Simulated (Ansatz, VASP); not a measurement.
## One calculation of GaSb3, two programs

INCAR

```
SYSTEM = GaSb3
PREC = Accurate
ENCUT = 520
EDIFF = 1E-7
ISMEAR = 0
SIGMA = 0.15
LREAL = .FALSE.
LASPH = .TRUE.
NELM = 80
ALGO = Normal
ISIF = 2
LWAVE = .FALSE.
LCHARG = .FALSE.
GGA = PS
NBANDS = 22
```

Contents of KPOINTS:

```
Automatic mesh
0
G
  10 10 10
  0 0 0
```

File POSCAR:

```
GaSb3
1.0
    0.0000000000      3.6788173578      3.6788173578
    3.6788173578      0.0000000000      3.6788173578
    3.6788173578      3.6788173578      0.0000000000
Ga Sb
1 3
Direct
    0.0000000000      0.0000000000      0.0000000000
    0.2500000000      0.2500000000      0.2500000000
    0.7500000000      0.7500000000      0.7500000000
    0.5000000000      0.5000000000      0.5000000000
```

Input for Ansatz:

```yaml
crystal:
  lattice:
    - [0.0, 3.6788173578, 3.6788173578]
    - [3.6788173578, 0.0, 3.6788173578]
    - [3.6788173578, 3.6788173578, 0.0]
  atoms:
    - { symbol: Ga, position: [0.0, 0.0, 0.0] }
    - { symbol: Sb, position: [0.25, 0.25, 0.25] }
    - { symbol: Sb, position: [0.75, 0.75, 0.75] }
    - { symbol: Sb, position: [0.5, 0.5, 0.5] }
basis:
  ecutwfc: 420
kpoints:
  mp_grid: { grid: [10, 10, 10] }
hamiltonian:
  xc: pbesol
  pseudopotentials: { kind: paw, azcp: { folder: soft_1 } }
scf:
  occupations: { method: gaussian, width: 0.15 }
output:
  forces: true
  stress: true
  eigenvalues: true
```

Alike in both runs: task single point; functional PBEsol; k mesh 10 × 10 × 10; occupations gaussian, width 0.15 eV; no spin polarisation.

|  | VASP | Ansatz |
| --- | --- | --- |
| version | VASP 6.6.1 | Ansatz 0.2.0 |
| potentials or method | VASP PAW PBE potentials, release 64 (Ga_d, Sb), cutoff 520 eV | scalar-relativistic, plane waves, PAW |
| valence electrons in the cell | 28 | 58 |

|  | VASP | Ansatz | Ansatz less VASP |
| --- | --- | --- | --- |
| gap on the k mesh at the Fermi level (eV) | none | none | - |
| pressure (GPa) | -1.5 | -1.5 | -0.01 |

VASP's potentials were made for PBE, not for PBEsol, and Ansatz warns of the same on its side. A gap of «none» marks a metal or a gap that the smearing closes. VASP's potentials hold 28 valence electrons a cell and Ansatz's 58, so a difference there can come from the potentials and not from the codes.

Neither program's run includes spin-orbit coupling.
